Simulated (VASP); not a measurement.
# TiB (F-43m) in VASP: a series of runs

Runs on TiB. Level: PBEsol. Tasks: vibrations by perturbation theory.

All numbers are computed with VASP 6.6.1; they aren't measurements. Logs are shortened: lines on timing, memory, paths and dates and some standing lists are left out, and cuts for length are marked.

## 1. The cell of the first run

Symmetry: F-43m, No. 216, cubic system. The conventional cell has a = 4.914 Å, b = 4.914 Å, c = 4.914 Å, α = 90.00°, β = 90.00°, γ = 90.00°. Ti (site symmetry -43m) has 4 B at 2.13 Å within 2.8 Å. B (site symmetry -43m) has 4 Ti at 2.13 Å within 2.8 Å.

## 2. Vibrations by perturbation theory, PBEsol

File INCAR:

```
SYSTEM = TiB
PREC = Accurate
ENCUT = 520
EDIFF = 1E-8
ISMEAR = -1
SIGMA = 0.15
LREAL = .FALSE.
LASPH = .TRUE.
NELM = 60
ALGO = Normal
ISIF = 2
LWAVE = .FALSE.
LCHARG = .FALSE.
GGA = PS
IBRION = 8
NSW = 1
```

File KPOINTS:

```
Automatic mesh
0
G
  14 14 14
  0 0 0
```

File POSCAR:

```
TiB
1.0
    0.0000000000      2.4568284199      2.4568284199
    2.4568284199      0.0000000000      2.4568284199
    2.4568284199      2.4568284199      0.0000000000
Ti B
1 1
Direct
    0.7500000000      0.7500000000      0.7500000000
    0.0000000000      0.0000000000      0.0000000000
```

Potentials or basis: VASP PAW PBE potentials, release 64 (Ti_sv, B).

Started as:

```console
cat potpaw_PBE.64/Ti_sv/POTCAR potpaw_PBE.64/B/POTCAR > POTCAR
mpirun -np 1 vasp_std > vasp.out
```

OUTCAR:

```text
SYSTEM = TiB
   PREC = Accurate
   ENCUT = 520
   EDIFF = 1E-8
   ISMEAR = -1
   LREAL = .FALSE.
   LASPH = .TRUE.
   NELM = 60
   ISIF = 2
   GGA = PS
   IBRION = 8
   NSW = 1

 ion  position               nearest neighbor table
   1  0.750  0.750  0.750-   2 2.13   2 2.13   2 2.13   2 2.13
   2  0.000  0.000  0.000-   1 2.13   1 2.13   1 2.13   1 2.13

  LATTYP: Found a face centered cubic cell.
 ALAT       =     4.9136568398

  Lattice vectors:

 A1 = (   0.0000000000,   2.4568284199,   2.4568284199)
 A2 = (   2.4568284199,   0.0000000000,   2.4568284199)
 A3 = (   2.4568284199,   2.4568284199,   0.0000000000)

Analysis of symmetry for initial positions (statically):
=====================================================================
 Subroutine PRICEL returns:
 Original cell was already a primitive cell.

 Routine SETGRP: Setting up the symmetry group for a
 face centered cubic supercell.

 Subroutine GETGRP returns: Found 24 space group operations
 (whereof 24 operations were pure point group operations)
 out of a pool of 48 trial point group operations.

The static configuration has the point symmetry T_d .

Analysis of symmetry for dynamics (positions and initial velocities):
=====================================================================
 Subroutine PRICEL returns:
 Original cell was already a primitive cell.

 Routine SETGRP: Setting up the symmetry group for a
 face centered cubic supercell.

 Subroutine GETGRP returns: Found 24 space group operations
 (whereof 24 operations were pure point group operations)
 out of a pool of 48 trial point group operations.

The dynamic configuration has the point symmetry T_d .

 Subroutine INISYM returns: Found 24 space group operations
 (whereof 24 operations are pure point group operations),
 and found     1 'primitive' translations

----------------------------------------------------------------------------------------

                                     Primitive cell

  volume of cell :      29.6589

  direct lattice vectors                    reciprocal lattice vectors
     0.000000000  2.456828420  2.456828420    -0.203514416  0.203514416  0.203514416
     2.456828420  0.000000000  2.456828420     0.203514416 -0.203514416  0.203514416
     2.456828420  2.456828420  0.000000000     0.203514416  0.203514416 -0.203514416

  length of vectors
     3.474480072  3.474480072  3.474480072     0.352497308  0.352497308  0.352497308

  position of ions in fractional coordinates (direct lattice)
     0.750000000  0.750000000  0.750000000
     0.000000000  0.000000000  0.000000000

  ion indices of the primitive-cell ions
   primitive index   ion index
                 1           1
                 2           2

----------------------------------------------------------------------------------------

 KPOINTS: Automatic mesh

Automatic generation of k-mesh.
 Grid dimensions read from file:
 generate k-points for:   14   14   14

 Generating k-lattice:

  Cartesian coordinates                     Fractional coordinates (reciprocal lattice)
    -0.014536744  0.014536744  0.014536744     0.071428571  0.000000000  0.000000000
     0.014536744 -0.014536744  0.014536744     0.000000000  0.071428571  0.000000000
     0.014536744  0.014536744 -0.014536744     0.000000000  0.000000000  0.071428571

  Length of vectors
     0.025178379  0.025178379  0.025178379

  Shift w.r.t. Gamma in fractional coordinates (k-lattice)
     0.000000000  0.000000000  0.000000000

 Subroutine IBZKPT returns following result:
 ===========================================
[... 75 lines left out ...]
   AEXX    =    0.0000 exact exchange contribution
   IVDW    =     0    specifies the selected vdW correction
   LEPSILON=     F    determine dielectric tensor
   LRPA    =     F    only Hartree local field effects (RPA)
 non-spin polarized calculation
  energy-cutoff  :      520.00
  volume of cell :       29.66
 maximum number of plane-waves:       821
 NGX is ok and might be reduce to    28
   NGX = 13   NGY = 13   NGZ = 13

--------------------------------------- Ionic step        1  -------------------------------------------

 number of electron      14.9999999 magnetization

 Free energy of the ion-electron system (eV)
  ---------------------------------------------------
  ext. energy  EPLUGINS =         0.00000000
  ---------------------------------------------------
  free energy    TOTEN  =       -13.89087831 eV

  energy without entropy =      -13.75945024  energy(sigma->0) =      -13.82516427

 E-fermi :   4.7587     XC(G=0): -10.6988

 val. band max:        4.7523509842   @ k =   0.3571   0.2857   0.0000
 cond. band min:       4.7908913341   @ k =  -0.3571   0.2857   0.0714
 fundamental gap:      0.0385403499
 Fermi energy:         4.7587171428

 k-point     1 :       0.0000    0.0000    0.0000
  band No.  band energies     occupation
      1     -51.1376      2.00000
      2     -27.4535      2.00000
      3     -27.4535      2.00000
      4     -27.4535      2.00000
      5      -3.0693      2.00000
      6       3.7183      1.99806
      7       3.7183      1.99806
      8       3.7183      1.99806
      9       6.9059      0.00000
     10       6.9059      0.00000
     11      13.0344      0.00000
[... 309 lines left out ...]
 k-point    24 :       0.2857    0.1429    0.0000
  band No.  band energies     occupation
      1     -51.1292      2.00000
      2     -27.5240      2.00000
      3     -27.4746      2.00000
      4     -27.4728      2.00000
      5      -1.8961      2.00000
      6       2.9554      1.99999
      7       4.1097      1.97392
      8       4.1876      1.95657
      9       6.3268      0.00006
     10       7.1517      0.00000
     11      10.6653      0.00000

 [... further k-points ...]
[... 5 lines left out ...]
  --------------------------------------------------------------------------------------
  -------------------------------------------------------------------------------------
  Total        0.0118268      0.0118268      0.0118268      0.0000000      0.0000000      0.0000000
  in kB        0.6388877      0.6388877      0.6388877      0.0000000      0.0000000      0.0000000
  external PRESSURE =       0.6388877 kB  Pullay stress =       0.0000000 kB

 VOLUME and BASIS-vectors are now :
 -----------------------------------------------------------------------------
  energy-cutoff  :      520.00
  volume of cell :       29.66
      direct lattice vectors                 reciprocal lattice vectors
     0.000000000  2.456828420  2.456828420    -0.203514416  0.203514416  0.203514416
     2.456828420  0.000000000  2.456828420     0.203514416 -0.203514416  0.203514416
     2.456828420  2.456828420  0.000000000     0.203514416  0.203514416 -0.203514416

 POSITION                                       TOTAL-FORCE (eV/Angst)
 -----------------------------------------------------------------------------------
      3.68524      3.68524      3.68524         0.000000      0.000000      0.000000
      0.00000      0.00000      0.00000        -0.000000     -0.000000     -0.000000
 -----------------------------------------------------------------------------------
    total drift:                                0.000001      0.000001      0.000001

  FREE ENERGIE OF THE ION-ELECTRON SYSTEM (eV)
  ---------------------------------------------------
  free  energy   TOTEN  =       -13.8908783062 eV

  energy  without entropy=      -13.7594502391  energy(sigma->0) =      -13.82516427

[... ionic steps 2 to 3 ...]

--------------------------------------- Ionic step        4  -------------------------------------------

------------------------ aborting loop because EDIFF is reached ----------------------------------------

[... ionic steps 5 to 6 ...]

--------------------------------------- Ionic step        7  -------------------------------------------

 Free energy of the ion-electron system (eV)
  ---------------------------------------------------
  ---------------------------------------------------
  free energy    TOTEN  =        -0.04180358 eV

  energy without entropy =       -0.04180358

------------------------ aborting loop because EDIFF is reached ----------------------------------------

 INTERNAL STRAIN TENSOR  FOR ION    2  DIRECTION 1   (eV/Angst):
 -----------------------------------------------------------------------------
    -0.00705 -0.00000  0.00000
     0.00000  0.00176-11.20918
     0.00000-11.20918  0.00176

 INTERNAL STRAIN TENSOR FOR ION    2 for displacements in x,y,z  (eV/Angst):
          X           Y           Z          XY          YZ          ZX
  --------------------------------------------------------------------------------
  x     0.00000     0.00000     0.00000     0.00000   -11.20918     0.00000
  y     0.00000     0.00000     0.00000    -0.00000     0.00000   -11.20918
  z     0.00000     0.00000     0.00000   -11.20918     0.00000     0.00000

 SECOND DERIVATIVES (NOT SYMMETRIZED)
 ------------------------------------
               1X          1Y          1Z          2X          2Y          2Z
  1X    -9.222324    0.000000    0.000000    9.222324    0.000000    0.000000
  1Y     0.000000   -9.222324    0.000000    0.000000    9.222324    0.000000
  1Z     0.000000    0.000000   -9.222324    0.000000    0.000000    9.222324
  2X     9.229249    0.000000    0.000000   -9.229249    0.000000    0.000000
  2Y     0.000000    9.229249    0.000000    0.000000   -9.229249    0.000000
  2Z     0.000000    0.000000    9.229249    0.000000    0.000000   -9.229249

 Eigenvectors and eigenvalues of the dynamical matrix
 ----------------------------------------------------

   1 f  =   15.991148 THz   100.475348 2PiTHz  533.407293 cm-1    66.134046 meV
             X         Y         Z           dx          dy          dz
      3.685243  3.685243  3.685243     0.000000    0.429056    0.000000
      0.000000  0.000000  0.000000     0.000000   -0.903278    0.000000
[... 21 lines left out ...]
   6 f/i=    0.002326 THz     0.014614 2PiTHz    0.077582 cm-1     0.009619 meV
             X         Y         Z           dx          dy          dz
      3.685243  3.685243  3.685243     0.000000    0.000000    0.903278
      0.000000  0.000000  0.000000     0.000000    0.000000    0.429056

--------------------------------------------------------------------------------------------------------

 ELASTIC MODULI CONTR FROM IONIC RELAXATION (kBar)
 Direction    XX          YY          ZZ          XY          YZ          ZX
 --------------------------------------------------------------------------------
 XX           0.0000      0.0000      0.0000      0.0000      0.0000      0.0000
 YY           0.0000      0.0000      0.0000      0.0000      0.0000      0.0000
 ZZ           0.0000      0.0000      0.0000      0.0000      0.0000      0.0000
 XY           0.0000      0.0000      0.0000   -769.1219      0.0000      0.0000
 YZ           0.0000      0.0000      0.0000      0.0000   -769.1219     -0.0000
 ZX           0.0000      0.0000      0.0000      0.0000     -0.0000   -769.1219
 --------------------------------------------------------------------------------
```

Run time: 7.2 min. Hardware: 1 thread of Intel Xeon Platinum 8559C (Emerald Rapids), shared host; peak memory 0.43 GiB.

What came out:

```
Highest phonon frequency at Γ, LO-TO splitting left out : 533 cm⁻¹
```

Phonon frequencies in cm⁻¹ (negative: imaginary):
```csv
q point,frequencies
"(0.000, 0.000, 0.000)",0 0 0 533 533 533
```

Caveat: the PAW data sets were made with another functional, which shifts forces and pressure a little.

## 3. Vibrations by perturbation theory, PBEsol (phonons at volume x 0.98)

File INCAR:

```
ALGO = Normal ; EDIFF = 1E-8
ENCUT = 520 ; GGA = PS
IBRION = 8 ; ISIF = 2
ISMEAR = -1 ; LASPH = True
LCHARG = True ; LREAL = False
LWAVE = False ; NELM = 100
NSW = 1 ; PREC = Accurate
SIGMA = 0.15
```

File KPOINTS:

```
k-points
0
Gamma
  14 14 14
```

File POSCAR:

```
TiB
1.0
    0.0000000000      2.4403391418      2.4403391418
    2.4403391418      0.0000000000      2.4403391418
    2.4403391418      2.4403391418      0.0000000000
Ti B
1 1
Direct
    0.7500000000      0.7500000000      0.7500000000
    0.0000000000      0.0000000000      0.0000000000
```

Potentials or basis: VASP PAW PBE potentials, release 64 (Ti_sv, B).

Started as:

```console
cat potpaw_PBE.64/Ti_sv/POTCAR potpaw_PBE.64/B/POTCAR > POTCAR
mpirun -np 1 vasp_std > vasp.out
```

OUTCAR:

```text
EDIFF = 1E-8
   ENCUT = 520
   GGA = PS
   IBRION = 8
   ISIF = 2
   ISMEAR = -1
   LASPH = True
   LREAL = False
   NELM = 100
   NSW = 1
   PREC = Accurate

 ion  position               nearest neighbor table
   1  0.750  0.750  0.750-   2 2.11   2 2.11   2 2.11   2 2.11
   2  0.000  0.000  0.000-   1 2.11   1 2.11   1 2.11   1 2.11

  LATTYP: Found a face centered cubic cell.
 ALAT       =     4.8806782836

  Lattice vectors:

 A1 = (   0.0000000000,   2.4403391418,   2.4403391418)
[... 591 lines left out ...]
  1X    -9.684097    0.000000    0.000000    9.684097    0.000000    0.000000
  1Y     0.000000   -9.684097    0.000000    0.000000    9.684097    0.000000
  1Z     0.000000    0.000000   -9.684097    0.000000    0.000000    9.684097
  2X     9.697134    0.000000    0.000000   -9.697134   -0.000000   -0.000000
  2Y     0.000000    9.697134    0.000000   -0.000000   -9.697134   -0.000000
  2Z     0.000000    0.000000    9.697134   -0.000000   -0.000000   -9.697134

 Eigenvectors and eigenvalues of the dynamical matrix
 ----------------------------------------------------

   1 f  =   16.390583 THz   102.985070 2PiTHz  546.730999 cm-1    67.785974 meV
             X         Y         Z           dx          dy          dz
      3.660509  3.660509  3.660509    -0.000000   -0.000000   -0.428952
      0.000000  0.000000  0.000000     0.000000    0.000000    0.903327
[... 21 lines left out ...]
   6 f/i=    0.004272 THz     0.026841 2PiTHz    0.142495 cm-1     0.017667 meV
             X         Y         Z           dx          dy          dz
      3.660509  3.660509  3.660509     0.099485    0.005214    0.897817
      0.000000  0.000000  0.000000     0.047241    0.002476    0.426336

--------------------------------------------------------------------------------------------------------

 ELASTIC MODULI CONTR FROM IONIC RELAXATION (kBar)
 Direction    XX          YY          ZZ          XY          YZ          ZX
 --------------------------------------------------------------------------------
 XX          -0.0000     -0.0000      0.0000      0.0000     -0.0000     -0.0000
 YY          -0.0000     -0.0000     -0.0000      0.0000      0.0000     -0.0000
 ZZ           0.0000     -0.0000     -0.0000     -0.0000      0.0000     -0.0000
 XY           0.0000      0.0000     -0.0000   -839.4263     -0.0000      0.0000
 YZ          -0.0000      0.0000      0.0000     -0.0000   -839.4263     -0.0000
 ZX          -0.0000     -0.0000     -0.0000      0.0000     -0.0000   -839.4263
 --------------------------------------------------------------------------------
```

Run time: 6 min. Hardware: 1 thread of Intel Xeon 6975P-C (Granite Rapids), shared host; peak memory 0.43 GiB.

What came out:

```
Highest phonon frequency at Γ, LO-TO splitting left out : 547 cm⁻¹
```

Phonon frequencies in cm⁻¹ (negative: imaginary):
```tsv
q point	frequencies
(0.000, 0.000, 0.000)	0 0 0 547 547 547
```

Caveat: the cell differs from its parent crystal (phonons at volume x 0.98); the cell wasn't relaxed at this level first, which shifts response properties; the PAW data sets were made with another functional, which shifts forces and pressure a little.

[end of part 1 of 2]
